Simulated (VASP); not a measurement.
NaI, 2 atoms in the cell. The structure is cubic, space group Fm-3m (No. 225). The conventional cell has a = 6.459 Å, b = 6.459 Å, c = 6.459 Å, α = 90.00°, β = 90.00°, γ = 90.00°. Within 4.2 Å of Na (site symmetry m-3m) lie 6 I at 3.23 Å. I (site symmetry m-3m) has 6 Na at 3.23 Å within 4.2 Å. 

* Program: VASP 6.6.1
* Task: G0W0 quasiparticle levels
* Functional: PBE
* Potentials or basis: VASP PAW PBE potentials, release 64 (Na_sv_GW, I_GW)
* Cutoff: 500 eV
* k mesh: 4 × 4 × 4
* Occupations: gaussian, width 0.01 eV
* Spin: no spin polarisation
* Dipole correction: no
* GW scheme: G0W0
* GW iterations: 1
* Cutoff of the response function: 150
* Frequency points: 48
* Empty bands: 281
* Further INCAR settings: ALGO = EVGW0; EDIFF = 1e-08; NBANDS = 289

Potentials or basis: VASP PAW PBE potentials, release 64 (Na_sv_GW, I_GW).

Run with:

```bash
$ cat potpaw_PBE.64/Na_sv_GW/POTCAR potpaw_PBE.64/I_GW/POTCAR > POTCAR
$ cp INCAR.step1 INCAR
$ mpirun -np 1 vasp_std > vasp.out
$ cp INCAR.step2 INCAR
$ mpirun -np 1 vasp_std > vasp.out
$ cp INCAR.step3 INCAR
$ mpirun -np 1 vasp_std > vasp.out
```

Hardware: 1 thread of Intel(R) Xeon(R) Platinum 8259CL CPU @ 2.50GHz (Skylake/Cascade Lake), with other jobs on the host.

Question: Estimate the wall time of this run.

Answer: Wall time 15 min on 1 thread of Intel(R) Xeon(R) Platinum 8259CL CPU @ 2.50GHz (Skylake/Cascade Lake), on a shared host, peak memory 0.84 GiB. Counts: k points 8.
